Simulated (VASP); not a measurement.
A run of VASP 6.6.1 is set up as follows.

The input INCAR:

```
PREC     = Accurate       # precision mode
ENCUT    = 520            # plane-wave cutoff, eV
EDIFF    = 1E-6           # SCF threshold, eV
ISMEAR   = -1             # smearing method
SIGMA    = 0.15           # smearing width, eV
LREAL    = F              # projectors in reciprocal space
LASPH    = T              # aspherical terms in the spheres
NELM     = 100            # most SCF steps
ALGO     = Normal         # electronic algorithm
ISIF     = 2              # what is computed and relaxed
LWAVE    = F              # write WAVECAR
LCHARG   = T              # write CHGCAR
GGA      = PE             # functional
LELF     = T              # ELF
LVHAR    = T            
NBANDS   = 12             # bands
```

File KPOINTS:

```
Automatic mesh
0
Gamma
  16 16 16
```

File POSCAR:

```
SiN
1.0
    0.0000000000      2.1292453323      2.1292453323
    2.1292453323      0.0000000000      2.1292453323
    2.1292453323      2.1292453323      0.0000000000
Si N
1 1
Direct
    0.0000000000      0.0000000000      0.0000000000
    0.5000000000      0.5000000000      0.5000000000
```

Potentials or basis: VASP PAW PBE potentials, release 64 (Si, N).

Command:

```bash
$ cat potpaw_PBE.64/Si/POTCAR potpaw_PBE.64/N/POTCAR > POTCAR
$ mpirun -np 1 vasp_std > vasp.out
```

Task: Predict the pressure.

Result: 0.0 GPa.
